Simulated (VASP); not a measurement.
# Ge (Fd-3m) in VASP: a series of runs, part 2 of 2

VASP 6.6.1.

**3. Single point, PBE**

INCAR

```
  ALGO = Normal
  EDIFF = 1E-6
  ENCUT = 500
  GGA = PE
  GGA_COMPAT = F
  ISIF = 2
  ISMEAR = -1
  LASPH = T
  LCHARG = T
  LELF = T
  LREAL = F
  LVHAR = T
  LWAVE = F
  NBANDS = 21
  NELM = 120
  PREC = Accurate
  SIGMA = 0.15
```

KPOINTS

```
k-points
0
Gamma
  14 14 14
```

POSCAR

```
Ge
1.0
    0.0000000000      2.8818533524      2.8818533524
    2.8818533524      0.0000000000      2.8818533524
    2.8818533524      2.8818533524      0.0000000000
Ge
2
Direct
    0.0000000000      0.0000000000      0.0000000000
    0.2500000000      0.2500000000      0.2500000000
```

Potentials or basis: VASP PAW PBE potentials, release 64 (Ge_d).

Run with:

```
$ cat potpaw_PBE.64/Ge_d/POTCAR > POTCAR
$ mpirun -np 1 vasp_std > vasp.out
```

OUTCAR:

```text
EDIFF = 1E-6
   ENCUT = 500
   GGA = PE
   ISIF = 2
   ISMEAR = -1
   LASPH = T
   LREAL = F
   NELM = 120
   PREC = Accurate

 ion  position               nearest neighbor table
   1  0.000  0.000  0.000-   2 2.50   2 2.50   2 2.50   2 2.50
   2  0.250  0.250  0.250-   1 2.50   1 2.50   1 2.50   1 2.50

  LATTYP: Found a face centered cubic cell.
 ALAT       =     5.7637067048

  Lattice vectors:

 A1 = (   0.0000000000,   2.8818533524,   2.8818533524)
[... 189 lines left out ...]
      2     -20.2816      2.00000
      3     -20.2816      2.00000
      4     -20.2495      2.00000
      5     -20.2495      2.00000
      6     -20.0672      2.00000
[... 565 lines left out ...]
     20      13.5784      0.00000
     21      14.1092      0.00000

 [... further k-points ...]
[... 5 lines left out ...]
  --------------------------------------------------------------------------------------
  -------------------------------------------------------------------------------------
  Total       -0.0310048     -0.0310048     -0.0310048      0.0000000      0.0000000     -0.0000000
  in kB       -1.0377535     -1.0377535     -1.0377535      0.0000000      0.0000000     -0.0000000
  external PRESSURE =      -1.0377535 kB  Pullay stress =       0.0000000 kB

 VOLUME and BASIS-vectors are now :
 -----------------------------------------------------------------------------
  energy-cutoff  :      500.00
  volume of cell :       47.87
      direct lattice vectors                 reciprocal lattice vectors
     0.000000000  2.881853352  2.881853352    -0.173499460  0.173499460  0.173499460
     2.881853352  0.000000000  2.881853352     0.173499460 -0.173499460  0.173499460
     2.881853352  2.881853352  0.000000000     0.173499460  0.173499460 -0.173499460

 POSITION                                       TOTAL-FORCE (eV/Angst)
 -----------------------------------------------------------------------------------
      0.00000      0.00000      0.00000        -0.000000     -0.000000     -0.000000
      1.44093      1.44093      1.44093         0.000000      0.000000      0.000000
 -----------------------------------------------------------------------------------
    total drift:                                0.000000      0.000000      0.000000

  FREE ENERGIE OF THE ION-ELECTRON SYSTEM (eV)
  ---------------------------------------------------
  free  energy   TOTEN  =        -9.0397404341 eV

  energy  without entropy=       -9.0313888546  energy(sigma->0) =       -9.03556464
```

stdout:

```text
POSCAR found type information on POSCAR Ge
 POSCAR found :  1 types and       2 ions
 scaLAPACK will be used
 LDA part: xc-table for (Slater+PW92), standard interpolation
 POSCAR, INCAR and KPOINTS ok, starting setup
 FFT: planning ... GRIDC
 FFT: planning ... GRID_SOFT
 FFT: planning ... GRID
 WAVECAR not read
 entering main loop
```

It took 35 s on 1 thread of Intel Xeon 6975P-C (Granite Rapids), shared host; peak memory 0.21 GiB.

Results:

```
Free energy            : -9.0397 eV
Pressure               : -0.1 GPa
Band gap on the k mesh : zero (filled and empty bands touch)
```

Caveat: semilocal functionals underestimate gaps, and a narrow one can read as zero.

**4. Relaxation of cell and atoms, PBE**

This run uses another cell than the first one, of 22.64 Å³/atom.

INCAR

```
SYSTEM = Ge
PREC = Accurate ; ENCUT = 500
EDIFF = 1E-7 ; ISMEAR = 0
SIGMA = 0.1 ; LREAL = .False.
LASPH = .True. ; NELM = 120
ALGO = Normal ; ISIF = 3
LWAVE = .False. ; LCHARG = .False.
GGA = PE ; IBRION = 2
NSW = 100 ; EDIFFG = -0.002
GGA_COMPAT = .False. ; NELMIN = 4
```

KPOINTS

```
regular mesh
0
Gamma
  14 14 14
  0 0 0
```

POSCAR

```
Ge
1.0
    0.0000000000      2.8289100000      2.8289100000
    2.8289100000      0.0000000000      2.8289100000
    2.8289100000      2.8289100000      0.0000000000
Ge
2
Direct
    0.0000000000      0.0000000000      0.0000000000
    0.2500000000      0.2500000000      0.2500000000
```

Run with:

```
$ cat potpaw_PBE.64/Ge_d/POTCAR > POTCAR
$ mpirun -np 1 vasp_std > vasp.out
```

It took 92 s on 1 thread of Intel Xeon 6975P-C (Granite Rapids), shared host; peak memory 0.21 GiB.

The run converged. Its results:

| Property | Result |
| --- | --- |
| Free energy | -9.0345 eV |
| Relaxed volume | 23.84 Å³/atom |
| Relaxed cell | a = 4.070 Å, b = 4.070 Å, c = 4.070 Å, α = 60.00°, β = 60.00°, γ = 60.00° |
| Space group after relaxing (to 0.1 Å) | Fd-3m (No. 227) |
| Energy gained by relaxing | 12.6 meV/atom |
| Ionic steps | 3 |
| Pressure after relaxing | 0.0 GPa |
| Band gap on the k mesh | zero (filled and empty bands touch) |

The path:
```
step  energy change (eV)  largest force (eV/Å)  pressure (GPa)  volume (Å³)
   1              0.0000                0.0000            3.49        45.28
   2             -0.0220                0.0000           -1.12        48.58
   3             -0.0251                0.0000           -0.01        47.68
```

Final structure:
```
Ge
1.0
     0.00000    2.87802    2.87802
     2.87802    0.00000    2.87802
     2.87802    2.87802    0.00000
Ge
2
Cartesian
  0.0000 0.0000 0.0000
  1.4390 1.4390 1.4390
```

Levels at points of the mesh, in eV from the Fermi level:
```
           k point  band 10  band 11  band 12  band 13  band 14  band 15  band 16  band 17  band 18
(0.00, 0.00, 0.00)   -24.52   -12.38    -0.42     0.01     0.01     0.01     2.54     2.54     2.54
(0.50, 0.00, 0.00)   -24.49   -10.42    -7.36    -1.32    -1.32     0.04     3.72     3.72     7.11
(0.50, 0.50, 0.00)   -24.48    -8.69    -8.69    -2.89    -2.89     0.82     0.82     9.10     9.10
```

Caveat: semilocal functionals underestimate gaps, and a narrow one can read as zero. PBE usually gives volumes a little too large and moduli too small.

**5. Relaxation of cell and atoms, PBE**

INCAR

```
ALGO = Normal
EDIFF = 1E-7
EDIFFG = -0.001
ENCUT = 500
GGA = PE
GGA_COMPAT = False
IBRION = 2
ISIF = 3
ISMEAR = -1
LASPH = True
LCHARG = False
LREAL = False
LWAVE = False
NELM = 120
NELMIN = 4
NSW = 80
PREC = Accurate
SIGMA = 0.15
```

KPOINTS

```
k-points
0
Gamma
  14 14 14
```

POSCAR

```
Ge
1.0
    0.0000000000      2.8806630390      2.8806630390
    2.8806630390      0.0000000000      2.8806630390
    2.8806630390      2.8806630390      0.0000000000
Ge
2
Direct
    0.0000000000      0.0000000000      0.0000000000
    0.2500000000      0.2500000000      0.2500000000
```

Potentials or basis: VASP PAW PBE potentials, release 64 (Ge_d).

Run with:

```
$ cat potpaw_PBE.64/Ge_d/POTCAR > POTCAR
$ mpirun -np 1 vasp_std > vasp.out
```

OUTCAR:

```text
EDIFF = 1E-7
   EDIFFG = -0.001
   ENCUT = 500
   GGA = PE
   IBRION = 2
   ISIF = 3
   ISMEAR = -1
   LASPH = True
   LREAL = False
   NELM = 120
   NELMIN = 4
   NSW = 80
   PREC = Accurate

 ion  position               nearest neighbor table
   1  0.000  0.000  0.000-   2 2.49   2 2.49   2 2.49   2 2.49
   2  0.250  0.250  0.250-   1 2.49   1 2.49   1 2.49   1 2.49

  LATTYP: Found a face centered cubic cell.
 ALAT       =     5.7613260780

  Lattice vectors:

 A1 = (   0.0000000000,   2.8806630390,   2.8806630390)
 A2 = (   2.8806630390,   0.0000000000,   2.8806630390)
 A3 = (   2.8806630390,   2.8806630390,   0.0000000000)

Analysis of symmetry for initial positions (statically):
=====================================================================
[... 320 lines left out ...]

 Free energy of the ion-electron system (eV)
  ---------------------------------------------------
  ext. energy  EPLUGINS =         0.00000000
  ---------------------------------------------------
  free energy    TOTEN  =        -9.03971934 eV

  energy without entropy =       -9.03144211  energy(sigma->0) =       -9.03558073

 E-fermi :   4.5384     XC(G=0):  -9.6740

 val. band max:        4.5070076092   @ k =   0.5000   0.0000   0.0000
 cond. band min:       4.5484472704   @ k =   0.4286   0.0000   0.0000
 fundamental gap:      0.0414396612
 Fermi energy:         4.5383762249

 k-point     1 :       0.0000    0.0000    0.0000
  band No.  band energies     occupation
      1     -20.2662      2.00000
      2     -20.2662      2.00000
      3     -20.2662      2.00000
      4     -20.2340      2.00000
      5     -20.2340      2.00000
      6     -20.0508      2.00000
[... 481 lines left out ...]
      5     -20.1894      2.00000
      6     -20.1069      2.00000
[... 10 lines left out ...]
     17       9.2374      0.00000
     18       9.3404      0.00000

 [... further k-points ...]
[... 5 lines left out ...]
  --------------------------------------------------------------------------------------
  -------------------------------------------------------------------------------------
  Total        0.0016078      0.0016078      0.0016078      0.0000000      0.0000000     -0.0000000
  in kB        0.0539163      0.0539163      0.0539163      0.0000000      0.0000000     -0.0000000
  external PRESSURE =       0.0539163 kB  Pullay stress =       0.0000000 kB
[... 17 lines left out ...]
  FREE ENERGIE OF THE ION-ELECTRON SYSTEM (eV)
  ---------------------------------------------------
  free  energy   TOTEN  =        -9.0397193449 eV

  energy  without entropy=       -9.0314421095  energy(sigma->0) =       -9.03558073

 reached required accuracy - stopping structural energy minimisation
```

Wall time 1.9 min (1 thread of Intel Xeon 6975P-C (Granite Rapids), shared host); peak memory 0.21 GiB.

What came out:

- Free energy: -9.0397 eV
- Relaxed volume: 23.89 Å³/atom
- Relaxed cell: a = 4.073 Å, b = 4.073 Å, c = 4.073 Å, α = 60.00°, β = 60.00°, γ = 60.00°
- Space group after relaxing (to 0.1 Å): Fd-3m (No. 227)
- Energy gained by relaxing: 0.0 meV/atom
- Ionic steps: 5
- Pressure after relaxing: 0.0 GPa
- Band gap on the k mesh: zero (filled and empty bands touch)

Final structure:
```xyz
2
Lattice="0.0000 2.8800 2.8800 2.8800 0.0000 2.8800 2.8800 2.8800 0.0000" Properties=species:S:1:pos:R:3 pbc="T T T"
Ge    0.0000    0.0000    0.0000
Ge    1.4400    1.4400    1.4400
```

Caveat: semilocal functionals underestimate gaps, and a narrow one can read as zero.

**6. Summary**

```csv
task,cell,smearing,gap on the mesh (eV),pressure (GPa),relaxed volume (Å³/atom)
single point,"a = 4.074 Å, angles 60.0°, 2 atoms",gaussian 0.1 eV,none,-0.1,-
single point,"a = 4.076 Å, angles 60.0°, 2 atoms",fermi-dirac 0.15 eV,none,-0.1,-
relaxation of cell and atoms,"relaxed from a = 4.001 Å, angles 60.0°, 2 atoms",gaussian 0.1 eV,none,0.0,23.84
relaxation of cell and atoms,"relaxed from a = 4.074 Å, angles 60.0°, 2 atoms",fermi-dirac 0.15 eV,none,0.0,23.89
```

Alike in all rows: level PBE; potentials or basis VASP PAW PBE potentials, release 64 (Ge_d); no spin polarisation; k mesh 14 × 14 × 14; cutoff (eV) 500.

Caveats: semilocal functionals underestimate gaps, and a narrow one can read as zero.

Absolute energies hang on the potentials; compare differences alone.

**7. Against experiment**

Step 2. Against the measured gap of Ge, 0.666 eV (indirect; 293 K; “Electronic and optical properties of SixGe1-x-ySny alloys lattice-matched to Ge”, 2021, arxiv:2109.02782), the calculated 0.00 eV is off by -0.67 eV. 3 values of this kind are on record (0.666 to 0.807 eV); this one was drawn at random among those near their median. Spin-orbit coupling on Ge is left out. The value is that of PBE on a finite k mesh, which can miss the band edges, without temperature or zero-point motion. Semilocal functionals fall short of measured gaps as a rule.

The gap in the log of VASP goes by the Fermi energy; the results here count the filled bands.